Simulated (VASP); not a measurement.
Runs of VASP 6.6.1 on CO2. The structure is that of space group Cmce (No. 64), or close to it. The cells are those of the table. 

```csv
task,cell,k mesh,cutoff (eV),smearing,k mesh for the DOS,occupations for the DOS,gap on the mesh (eV),pressure (GPa),relaxed volume (Å³/atom),largest force (eV/Å)
single point,"a = 3.461, b = 3.461, c = 6.213 Å, angles 90.0, 90.0, 84.3°, 6 atoms",8 × 8 × 4,520,gaussian 0.02 eV,-,-,6.44,2.3,-,0.80
single point,"a = 3.463, b = 3.463, c = 6.219 Å, angles 90.0, 90.0, 84.3°, 6 atoms",6 × 6 × 4,520,gaussian 0.02 eV,-,-,6.44,2.3,-,0.80
single point,"a = 3.556, b = 3.556, c = 6.587 Å, angles 90.0, 90.0, 84.3°, 6 atoms",6 × 6 × 4,520,gaussian 0.1 eV,-,-,6.30,(a),-,0.20
relaxation of cell and atoms,"relaxed from a = 3.556, b = 3.556, c = 6.587 Å, angles 90.0, 90.0, 84.3°, 6 atoms",6 × 6 × 4,600,gaussian 0.02 eV,-,-,6.42,0.0,11.93,-
relaxation of cell and atoms,"relaxed from a = 3.463, b = 3.463, c = 6.219 Å, angles 90.0, 90.0, 84.3°, 6 atoms",8 × 8 × 4,600,gaussian 0.02 eV,-,-,(b),0.0,11.93,-
```

Alike in all rows: level LDA; potentials or basis VASP PAW LDA potentials, release 64 (C, O); no spin polarisation.

Problem. Fill in the values left out.

Solution. (a) -0.8; (b) 6.41.

A k mesh can miss the band edges.
